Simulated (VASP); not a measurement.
# Cu: single point with PBEsol

The system is Cu.

```
CELL_PARAMETERS angstrom
0.00000 1.82623 1.73714
1.82623 0.00000 1.73714
1.82623 1.82623 0.00000
ATOMIC_POSITIONS crystal
Cu 0.00000 0.00000 0.00000
```

This cell differs from its parent crystal: strain +0.025 along x and y, -0.025 along z.

```yaml
Program: VASP 6.6.1
Task: single point
Functional: PBEsol
Potentials_or_basis: VASP PAW PBE potentials, release 64 (Cu)
Cutoff: 520 eV
k_mesh: 28 × 28 × 28
Occupations: gaussian, width 0.15 eV
Spin: no spin polarisation
```

| Item | Value |
| --- | --- |
| Pressure | -2.9 GPa |

Stress tensor (GPa, compression positive):
```
-3.73  0.00  0.00
 0.00 -3.73  0.00
 0.00  0.00 -1.26
```

Levels at points of the mesh, in eV from the Fermi level:
| k point | band 2 | band 3 | band 4 | band 5 | band 6 | band 7 | band 8 | band 9 | band 10 | band 11 |
| --- | --- | --- | --- | --- | --- | --- | --- | --- | --- | --- |
| (0.00, 0.00, 0.00) | -3.17 | -3.17 | -2.93 | -2.36 | -2.12 | 22.78 | 25.44 | 25.44 | 25.68 | 27.92 |
| (0.50, 0.00, 0.00) | -3.25 | -2.99 | -1.71 | -1.60 | -1.09 | 3.84 | 20.79 | 21.50 | 23.64 | 24.64 |
| (0.50, 0.50, 0.00) | -4.56 | -1.67 | -1.50 | -1.50 | 2.19 | 8.13 | 12.39 | 12.39 | 17.09 | 19.80 |
| (0.50, 0.00, 0.50) | -4.51 | -1.67 | -1.59 | -1.44 | 1.08 | 6.79 | 13.57 | 13.64 | 18.10 | 20.96 |

Wall time 2.5 min on 1 thread of Intel(R) Xeon(R) Platinum 8488C (Sapphire Rapids) (shared host), peak memory 0.32 GiB.

Caveat: the cell differs from its parent crystal (strain +0.025 along x and y, -0.025 along z); the PAW data sets were made with another functional, which shifts forces and pressure a little.
